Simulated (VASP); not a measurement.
Here is a VASP 6.6.1 calculation.

Contents of INCAR:

```
SYSTEM = NaH
PREC = Accurate
ENCUT = 520
EDIFF = 1E-7
ISMEAR = -1
SIGMA = 0.02
LREAL = .FALSE.
LASPH = .TRUE.
NELM = 100
ALGO = Normal
ISIF = 2
LWAVE = .FALSE.
LCHARG = .FALSE.
GGA = RP
IVDW = 13
NBANDS = 11
```

Contents of KPOINTS:

```
regular mesh
0
G
  9 9 9
  0 0 0
```

The input POSCAR:

```
NaH
1.0
    0.0000000000      2.4878552867      2.4878552867
    2.4878552867      0.0000000000      2.4878552867
    2.4878552867      2.4878552867      0.0000000000
Na H
1 1
Direct
    0.0000000000      0.0000000000      0.0000000000
    0.5000000000      0.5000000000      0.5000000000
```

Potentials or basis: VASP PAW PBE potentials, release 64 (Na_pv, H).

The run is started by

```sh
$ cat potpaw_PBE.64/Na_pv/POTCAR potpaw_PBE.64/H/POTCAR > POTCAR
$ mpirun -np 1 vasp_std > vasp.out
```

(1) Predict the pressure.

(2) What does it give for the dispersion energy per atom?

(3) Estimate the band gap on the k mesh.

Answers

(1) -1.0 GPa.

(2) -0.114 eV.

(3) 4.11 eV (least direct gap 4.75 eV).

Caveat: the PAW data sets were made with another functional, which shifts forces and pressure a little; an odd mesh through Γ misses points on the zone boundary, where band edges can lie.
